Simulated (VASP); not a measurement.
Input of a VASP 6.6.1 run:

The input INCAR:

```
SYSTEM = TiO2
PREC     = Accurate       ! precision mode
ENCUT    = 600            ! plane-wave cutoff, eV
EDIFF    = 1E-6           ! SCF threshold, eV
ISMEAR   = -1             ! smearing method
SIGMA    = 0.05           ! smearing width, eV
LREAL    = .FALSE.        ! projectors in reciprocal space
LASPH    = .TRUE.         ! aspherical terms in the spheres
NELM     = 200            ! most SCF steps
ALGO     = Normal         ! electronic algorithm
ISIF     = 2              ! what is computed and relaxed
LWAVE    = .FALSE.        ! write WAVECAR
LCHARG   = .FALSE.        ! write CHGCAR
LMAXMIX  = 4              ! l up to which the mixer works
LDAU     = .TRUE.         ! DFT+U
LDAUTYPE = 2            
LDAUL    = 2 -1           ! shell
LDAUU    = 3 0            ! U, eV
LDAUJ    = 0 0          
LDAUPRINT= 1            
NBANDS   = 60             ! bands
GGA_COMPAT= .FALSE.      
KPAR     = 4
```

KPOINTS

```
regular mesh
0
G
  6 6 6
  0 0 0
```

File POSCAR:

```
TiO2
1.0
    4.7594638345      0.0000000000     -0.0043880341
    0.0000000000      4.8423939684      0.0000000000
   -0.8578689423      0.0000000000      4.8802323697
Ti O
4 8
Direct
    0.2781185262      0.0501299123      0.2096602798
    0.7218814738      0.5501299123      0.2903397202
    0.7218814738      0.9498700877      0.7903397202
    0.2781185262      0.4498700877      0.7096602798
    0.0680029759      0.1668571594      0.8431599963
    0.9319970241      0.6668571594      0.6568400037
    0.9319970241      0.8331428406      0.1568400037
    0.0680029759      0.3331428406      0.3431599963
    0.4436135456      0.7586050920      0.4758920272
    0.5563864544      0.2586050920      0.0241079728
    0.5563864544      0.2413949080      0.5241079728
    0.4436135456      0.7413949080      0.9758920272
```

Potentials or basis: VASP PAW LDA potentials, release 64 (Ti_sv, O).

The run is started by

```sh
$ cat potpaw_LDA.64/Ti_sv/POTCAR potpaw_LDA.64/O/POTCAR > POTCAR
$ mpirun -np 4 vasp_std > vasp.out
```

Question: Estimate the band gap on the k mesh.

Answer: 2.47 eV (least direct gap 2.57 eV).

Question: Estimate the pressure.

Answer: 5.2 GPa.

Forces in eV/Å, atoms in the order of the input:
```
Ti   0.194 -0.164 -0.041
Ti  -0.194 -0.164  0.041
Ti  -0.194  0.164  0.041
Ti   0.194  0.164 -0.041
O   -0.083 -0.035 -0.055
O    0.083 -0.035  0.055
O    0.083  0.035  0.055
O   -0.083  0.035 -0.055
O   -0.175 -0.024  0.062
O    0.175 -0.024 -0.062
O    0.175  0.024 -0.062
O   -0.175  0.024  0.062
```

Caveat: the cell stands under pressure. A k mesh can miss the band edges.
